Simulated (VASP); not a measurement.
Write the native input for VASP 6.6.1 that does the following.

```
Task                   : single point
Functional             : PBE
Potentials or basis    : VASP PAW PBE potentials, release 64 (In_d, O)
Cutoff                 : 520 eV
k mesh                 : 9 × 9 × 4
Occupations            : gaussian, width 0.01 eV
Spin                   : no spin polarisation
Dipole correction      : no
Further INCAR settings : ALGO = Normal; EDIFF = 1e-07; NBANDS = 30
```

The structure of In2O3 lies in POSCAR:

```
In2O3
1.0
    3.3995662229      0.0000000000      0.0000000000
   -1.6997831115      2.9441107109      0.0000000000
    0.0000000000      0.0000000000      6.3000053956
In O
2 3
Direct
    0.3333333333      0.6666666667      0.2315476735
    0.6666666667      0.3333333333      0.7684523265
    0.0000000000      0.0000000000      0.0000000000
    0.3333333333      0.6666666667      0.6577844869
    0.6666666667      0.3333333333      0.3422155131
```

The input as run:

INCAR

```
SYSTEM = In2O3
  PREC = Accurate
  ENCUT = 520
  EDIFF = 1E-7
  ISMEAR = 0
  SIGMA = 0.01
  LREAL = .FALSE.
  LASPH = .TRUE.
  NELM = 100
  ALGO = Normal
  ISIF = 2
  LWAVE = .FALSE.
  LCHARG = .FALSE.
  GGA = PE
  NBANDS = 30
```

KPOINTS

```
Automatic mesh
0
G
  9 9 4
  0 0 0
```

Potentials or basis: VASP PAW PBE potentials, release 64 (In_d, O).

Launch:

```bash
$ cat potpaw_PBE.64/In_d/POTCAR potpaw_PBE.64/O/POTCAR > POTCAR
$ mpirun -np 1 vasp_std > vasp.out
```

It gave:

```
Pressure               : 5.5 GPa
Largest force          : 0.210 eV/Å
Band gap on the k mesh : 0.74 eV
```

Caveat: the cell stands under pressure; semilocal functionals underestimate gaps, and a narrow one can read as zero; spin-orbit coupling is left out, which moves the levels of the heavy elements.

It took 56 s on 1 thread of Intel(R) Xeon(R) Platinum 8488C (Sapphire Rapids), on a shared host, peak memory 0.22 GiB.
